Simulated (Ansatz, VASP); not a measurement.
## Sb in VASP and in Ansatz

The input INCAR:

```
SYSTEM = Sb
PREC = Accurate
ENCUT = 520
EDIFF = 1E-7
ISMEAR = -1
SIGMA = 0.1
LREAL = .FALSE.
LASPH = .TRUE.
NELM = 80
ALGO = Normal
ISIF = 2
LWAVE = .FALSE.
LCHARG = .FALSE.
NBANDS = 18
```

File KPOINTS:

```
regular mesh
0
G
  13 13 4
  0 0 0
```

Contents of POSCAR:

```
Sb
1.0
    3.3975826972      0.0000000000      0.0000000000
   -1.6987913486      2.9423929272      0.0000000000
    0.0000000000      0.0000000000     11.5047148133
Sb
4
Direct
    1.0000000000      1.0000000000      1.0000000000
    1.0000000000      1.0000000000      0.5000000000
    0.3333333333      0.6666666667      0.2500000000
    0.6666666667      0.3333333333      0.7500000000
```

Input for Ansatz:

```yaml
crystal:
  lattice:
    - [3.3975826972, 0.0, 0.0]
    - [-1.6987913486, 2.9423929272, 0.0]
    - [0.0, 0.0, 11.5047148133]
  atoms:
    - { symbol: Sb, position: [1.0, 1.0, 1.0] }
    - { symbol: Sb, position: [1.0, 1.0, 0.5] }
    - { symbol: Sb, position: [0.3333333333, 0.6666666667, 0.25] }
    - { symbol: Sb, position: [0.6666666667, 0.3333333333, 0.75] }
hamiltonian:
  xc: lda
  pseudopotentials:
    kind: paw
    azcp:
      Sb: "pseudopotentials/Sb.paw.azcp"
basis:
  ecutwfc: 420
  fft_grid_basis: typed
kpoints:
  mp_grid: { grid: [13, 13, 4], shift: [0, 0, 0] }
magnetization:
  spin_polarized: false
scf:
  occupations: { method: fermi_dirac, width: 0.1 }
  lower_state_search: "off"
output:
  stress: true
```

Alike in both runs: task single point; functional LDA; k mesh 13 × 13 × 4; occupations fermi-dirac, width 0.1 eV; no spin polarisation.

|  | VASP | Ansatz |
| --- | --- | --- |
| version | VASP 6.6.1 | Ansatz 0.2.0 |
| potentials or method | VASP PAW LDA potentials, release 64 (Sb), cutoff 520 eV | plane waves (420 eV) with PAW, scalar-relativistic |
| valence electrons in the cell | 20 | 60 |

```csv
,VASP,Ansatz,Ansatz less VASP
pressure (GPa),-6.0,-6.0,-0.02
```

Ansatz warns that its potentials were made for another functional, while VASP's fit it. LDA's correlation is that of Perdew and Zunger in VASP and of Perdew and Wang (1992) in Ansatz. VASP's potentials hold 20 valence electrons a cell and Ansatz's 60, so a difference there can come from the potentials and not from the codes.

Neither program's run includes spin-orbit coupling.
